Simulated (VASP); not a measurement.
# Zn (P6_3/mmc) in VASP: single point with PBE

Aim: the single point of Zn with PBE.

Program: VASP 6.6.1. These are calculated values, not measurements. Logs are shortened: lines on timing, memory, paths and dates and some standing lists are left out, and cuts for length are marked.

## 1. The cell of the first run

Symmetry: P6_3/mmc, No. 194, hexagonal system. The conventional cell has a = 2.576 Å, b = 2.576 Å, c = 4.370 Å, α = 90.00°, β = 90.00°, γ = 120.00°. Zn (site symmetry -6m2) has 12 Zn at 2.58 to 2.64 Å within 3.4 Å.

## 2. Single point, PBE

The input, INCAR:

```
ALGO = Fast
EDIFF = 1E-6
ENCUT = 520
GGA = PE
ISIF = 2
ISMEAR = 0
LASPH = True
LCHARG = False
LREAL = False
LWAVE = False
NBANDS = 19
NELM = 80
PREC = Accurate
SIGMA = 0.1
```

The input, KPOINTS:

```
k-points
0
Gamma
  57 57 26
```

The input, POSCAR:

```
Zn
1.0
    2.5763139571      0.0000000000      0.0000000000
   -1.2881569786      2.2311533350      0.0000000000
    0.0000000000      0.0000000000      4.3704546133
Zn
2
Direct
    0.3333333333      0.6666666667      0.2500000000
    0.6666666667      0.3333333333      0.7500000000
```

Potentials or basis: VASP PAW PBE potentials, release 64 (Zn).

Command:

```console
$ cat potpaw_PBE.64/Zn/POTCAR > POTCAR
$ mpirun -np 1 vasp_std > vasp.out
```

OUTCAR:

```text
EDIFF = 1E-6
   ENCUT = 520
   GGA = PE
   ISIF = 2
   ISMEAR = 0
   LASPH = True
   LREAL = False
   NELM = 80
   PREC = Accurate

 ion  position               nearest neighbor table
   1  0.333  0.667  0.250-   2 2.64   2 2.64   2 2.64   2 2.64   2 2.64   2 2.64
   2  0.667  0.333  0.750-   1 2.64   1 2.64   1 2.64   1 2.64   1 2.64   1 2.64

  LATTYP: Found a hexagonal cell.
 ALAT       =     2.5763139571
 C/A-ratio  =     1.6963982985

  Lattice vectors:

 A1 = (   2.5763139571,   0.0000000000,   0.0000000000)
 A2 = (  -1.2881569786,   2.2311533350,   0.0000000000)
 A3 = (   0.0000000000,   0.0000000000,   4.3704546133)

Analysis of symmetry for initial positions (statically):
=====================================================================
 Subroutine PRICEL returns:
 Original cell was already a primitive cell.

 Routine SETGRP: Setting up the symmetry group for a
 hexagonal supercell.

 Subroutine GETGRP returns: Found 24 space group operations
 (whereof 12 operations were pure point group operations)
 out of a pool of 24 trial point group operations.

The static configuration has the point symmetry D_3d.
 The point group associated with its full space group is D_6h.

Analysis of symmetry for dynamics (positions and initial velocities):
=====================================================================
 Subroutine PRICEL returns:
 Original cell was already a primitive cell.

 Routine SETGRP: Setting up the symmetry group for a
 hexagonal supercell.

 Subroutine GETGRP returns: Found 24 space group operations
 (whereof 12 operations were pure point group operations)
 out of a pool of 24 trial point group operations.

The dynamic configuration has the point symmetry D_3d.
 The point group associated with its full space group is D_6h.

 Subroutine INISYM returns: Found 24 space group operations
 (whereof 12 operations are pure point group operations),
 and found     1 'primitive' translations

----------------------------------------------------------------------------------------

                                     Primitive cell

  volume of cell :      25.1220

  direct lattice vectors                    reciprocal lattice vectors
     2.576313957  0.000000000  0.000000000     0.388151451  0.224099345  0.000000000
    -1.288156979  2.231153335  0.000000000     0.000000000  0.448198689  0.000000000
     0.000000000  0.000000000  4.370454613     0.000000000  0.000000000  0.228809149

  length of vectors
     2.576313957  2.576313957  4.370454613     0.448198689  0.448198689  0.228809149

  position of ions in fractional coordinates (direct lattice)
     0.333333333  0.666666667  0.250000000
     0.666666667  0.333333333  0.750000000

  ion indices of the primitive-cell ions
   primitive index   ion index
                 1           1
                 2           2

----------------------------------------------------------------------------------------

 KPOINTS: k-points

Automatic generation of k-mesh.
 Grid dimensions read from file:
 generate k-points for:   57   57   26

 Generating k-lattice:

  Cartesian coordinates                     Fractional coordinates (reciprocal lattice)
     0.006809675  0.003931567  0.000000000     0.017543860  0.000000000  0.000000000
     0.000000000  0.007863135  0.000000000     0.000000000  0.017543860  0.000000000
     0.000000000  0.000000000  0.008800352     0.000000000  0.000000000  0.038461538

  Length of vectors
     0.007863135  0.007863135  0.008800352

  Shift w.r.t. Gamma in fractional coordinates (k-lattice)
     0.000000000  0.000000000  0.000000000

 Subroutine IBZKPT returns following result:
 ===========================================

 Found   4200 irreducible k-points:

 Following reciprocal coordinates:
            Coordinates               Weight
  0.000000  0.000000  0.000000      1.000000
  0.017544  0.000000  0.000000      6.000000
  0.035088  0.000000  0.000000      6.000000
  0.052632 -0.000000  0.000000      6.000000
  0.070175  0.000000  0.000000      6.000000
  0.087719  0.000000  0.000000      6.000000
[... 16 lines left out ...]
  0.385965  0.000000  0.000000      6.000000
  0.403509  0.000000  0.000000      6.000000
 [... further k-points ...]
   k-points           NKPTS =   4200   k-points in BZ     NKDIM =   4200   number of bands    NBANDS=     19
   number of dos      NEDOS =    301   number of ions     NIONS =      2
   total plane-waves  NPLWV =  14400
   dimension x,y,z NGX =    20 NGY =   20 NGZ =   36
   dimension x,y,z NGXF=    40 NGYF=   40 NGZF=   72
   ions per type =               2
   NGX,Y,Z   is equivalent  to a cutoff of  12.91, 12.91, 13.69 a.u.
   NGXF,Y,Z  is equivalent  to a cutoff of  25.81, 25.81, 27.39 a.u.
 SYSTEM =  unknown system
   PREC   = accura    normal or accurate (medium, high low for compatibility)
   ISTART =      0    job   : 0-new  1-cont  2-samecut
   ICHARG =      2    charge: 1-file 2-atom 10-const
   ISPIN  =      1    spin polarized calculation?
   LNONCOLLINEAR =      F non collinear calculations
   LSORBIT =      F    spin-orbit coupling
   LASPH  =      T    aspherical Exc in radial PAW
   ENCUT  =  520.0 eV  38.22 Ry    6.18 a.u.   4.79  4.79  8.13*2*pi/ulx,y,z
   NELM   =     80;   NELMIN=  2; NELMDL= -5     # of ELM steps
   EDIFF  = 0.1E-05   stopping-criterion for ELM
   LREAL  =      F    real-space projection
   EDIFFG = 0.1E-04   stopping-criterion for IOM
   NSW    =      0    number of steps for IOM
   IBRION =     -1    ionic relax: 0-MD 1-quasi-New 2-CG
   NFREE  =      0    steps in history (QN), initial steepest desc. (CG)
   ISIF   =      2    stress and relaxation
   ISYM   =      2    0-nonsym 1-usesym 2-fastsym
   POTIM  = 0.5000    time-step for ionic-motion
   TEBEG  =    0.0;   TEEND  =   0.0 temperature during run
   PSTRESS=    0.0 pullay stress
   NELECT =      24.0000    total number of electrons
   NUPDOWN=      -1.0000    fix difference up-down
   EMIN   =  10.00;   EMAX   =-10.00  energy-range for DOS
   EFERMI =   0.00;   METHOD = LEGACY
   ISMEAR =     0;   SIGMA  =   0.10  broadening in eV -4-tet -1-fermi 0-gaus
   EFERMI_NEDOS =   21; number of points for ismear=-14 and -15
   IALGO  =     68    algorithm
   IMIX   =      4    mixing-type and parameters
     AMIX     =   0.40;   BMIX     =  1.00
     AMIX_MAG =   1.60;   BMIX_MAG =  1.00
  volume/ion in A,a.u.               =      12.56        84.77
  Fermi-wavevector in a.u.,A,eV,Ry     =   1.612354  3.046907 35.370852  2.599684
  Thomas-Fermi vector in A             =   2.707597
   LORBIT       =      0    0 simple, 1 ext, 2 COOP (PROOUT), +10 PAW based schemes
   GGA     = PE    functional components
   LHFCALC =     F    Hartree Fock is set to
   AEXX    =    0.0000 exact exchange contribution
   IVDW    =     0    specifies the selected vdW correction
   LEPSILON=     F    determine dielectric tensor
   LRPA    =     F    only Hartree local field effects (RPA)
 non-spin polarized calculation
 RMM-DIIS sequential band-by-band and
 Gauss-broadening in eV      SIGMA  =   0.10
  energy-cutoff  :      520.00
  volume of cell :       25.12
 maximum number of plane-waves:       701
 NGX is ok and might be reduce to    20
   NGX =  9   NGY =  9   NGZ = 17

 number of electron      23.9999979 magnetization

 Free energy of the ion-electron system (eV)
  ---------------------------------------------------
  ext. energy  EPLUGINS =         0.00000000
  ---------------------------------------------------
  free energy    TOTEN  =        -1.93516777 eV

  energy without entropy =       -1.93338906  energy(sigma->0) =       -1.93427841

 E-fermi :   4.8438     XC(G=0): -12.6036

 val. band max:        4.8426257589   @ k =   0.3158   0.0000   0.0000
 cond. band min:       4.8450427872   @ k =   0.3333   0.1579   0.0385
 fundamental gap:      0.0024170283
 Fermi energy:         4.8437683547

 k-point     1 :       0.0000    0.0000    0.0000
  band No.  band energies     occupation
      1      -7.4198      2.00000
      2      -4.8043      2.00000
      3      -3.7517      2.00000
      4      -3.6093      2.00000
      5      -3.6093      2.00000
      6      -3.4999      2.00000
[... 11 lines left out ...]
     18      24.4917      0.00000
     19      24.4918      0.00000

 k-point     2 :       0.0175    0.0000    0.0000
  band No.  band energies     occupation
      1      -7.4100      2.00000
      2      -4.8001      2.00000
      3      -3.7520      2.00000
      4      -3.6091      2.00000
      5      -3.6067      2.00000
      6      -3.5011      2.00000
[... 11 lines left out ...]
     18      24.6540      0.00000
     19      24.9633      0.00000

 k-point     3 :       0.0351    0.0000    0.0000
  band No.  band energies     occupation
      1      -7.3808      2.00000
      2      -4.7873      2.00000
      3      -3.7534      2.00000
      4      -3.6082      2.00000
      5      -3.5988      2.00000
      6      -3.5046      2.00000
[... 11 lines left out ...]
     18      25.0402      0.00000
     19      25.5861      0.00000

 k-point     4 :       0.0526   -0.0000    0.0000
  band No.  band energies     occupation
      1      -7.3322      2.00000
      2      -4.7665      2.00000
      3      -3.7564      2.00000
      4      -3.6059      2.00000
      5      -3.5857      2.00000
      6      -3.5100      2.00000
[... 11 lines left out ...]
     18      25.5238      0.00000
     19      26.0414      0.00000

 k-point     5 :       0.0702    0.0000    0.0000
  band No.  band energies     occupation
      1      -7.2645      2.00000
      2      -4.7380      2.00000
      3      -3.7617      2.00000
      4      -3.6017      2.00000
      5      -3.5675      2.00000
      6      -3.5167      2.00000
[... 11 lines left out ...]
     18      26.0457      0.00000
     19      26.3641      0.00000
[... 334 lines left out ...]
      2      -4.4492      2.00000
      3      -4.1943      2.00000
      4      -3.5453      2.00000
      5      -3.5269      2.00000
      6      -3.4652      2.00000
[... 11 lines left out ...]
     18      19.9413      0.00000
     19      23.2153      0.00000

 k-point    22 :       0.3684    0.0000    0.0000
  band No.  band energies     occupation
      1      -4.6546      2.00000
      2      -4.4683      2.00000
      3      -4.2349      2.00000
      4      -3.5405      2.00000
      5      -3.5203      2.00000
      6      -3.4825      2.00000
[... 11 lines left out ...]
     18      19.8493      0.00000
     19      23.0075      0.00000

 k-point    23 :       0.3860    0.0000    0.0000
  band No.  band energies     occupation
      1      -4.6165      2.00000
      2      -4.4842      2.00000
      3      -4.2704      2.00000
      4      -3.5526      2.00000
      5      -3.4981      2.00000
      6      -3.4970      2.00000
[... 11 lines left out ...]
     18      19.7698      0.00000
     19      22.8257      0.00000

 k-point    24 :       0.4035    0.0000    0.0000
  band No.  band energies     occupation
      1      -4.5961      2.00000
      2      -4.4955      2.00000
      3      -4.3009      2.00000
      4      -3.5632      2.00000
      5      -3.5118      2.00000
      6      -3.4760      2.00000
[... 11 lines left out ...]
     18      19.7021      0.00000
     19      22.6648      0.00000

 [... further k-points ...]
[... 5 lines left out ...]
  --------------------------------------------------------------------------------------
  -------------------------------------------------------------------------------------
  Total        3.1477992      3.1477992      3.1245463     -0.0000000     -0.0000000     -0.0000000
  in kB      200.7533395    200.7533395    199.2703712     -0.0000000     -0.0000000     -0.0000000
  external PRESSURE =     200.2590168 kB  Pullay stress =       0.0000000 kB

 VOLUME and BASIS-vectors are now :
 -----------------------------------------------------------------------------
  energy-cutoff  :      520.00
  volume of cell :       25.12
      direct lattice vectors                 reciprocal lattice vectors
     2.576313957  0.000000000  0.000000000     0.388151451  0.224099345  0.000000000
    -1.288156979  2.231153335  0.000000000     0.000000000  0.448198689  0.000000000
     0.000000000  0.000000000  4.370454613     0.000000000  0.000000000  0.228809149

 POSITION                                       TOTAL-FORCE (eV/Angst)
 -----------------------------------------------------------------------------------
     -0.00000      1.48744      1.09261         0.000000      0.000000      0.000000
      1.28816      0.74372      3.27784        -0.000000      0.000000      0.000000
 -----------------------------------------------------------------------------------
    total drift:                               -0.000000      0.000000      0.000000

  FREE ENERGIE OF THE ION-ELECTRON SYSTEM (eV)
  ---------------------------------------------------
  free  energy   TOTEN  =        -1.9351677690 eV

  energy  without entropy=       -1.9333890595  energy(sigma->0) =       -1.93427841
```

Wall time 15 min (1 thread of Intel Xeon Platinum 8488C (Sapphire Rapids), shared host); peak memory 1.5 GiB.

Results:

```
Free energy            : -1.9352 eV
Pressure               : 20.0 GPa
Band gap on the k mesh : zero (band 12 reaches 6.52 eV, above the bottom of band 13 at 2.98 eV)
```

Stress tensor (GPa, compression positive):
```
20.08  0.00  0.00
 0.00 20.08  0.00
 0.00  0.00 19.93
```
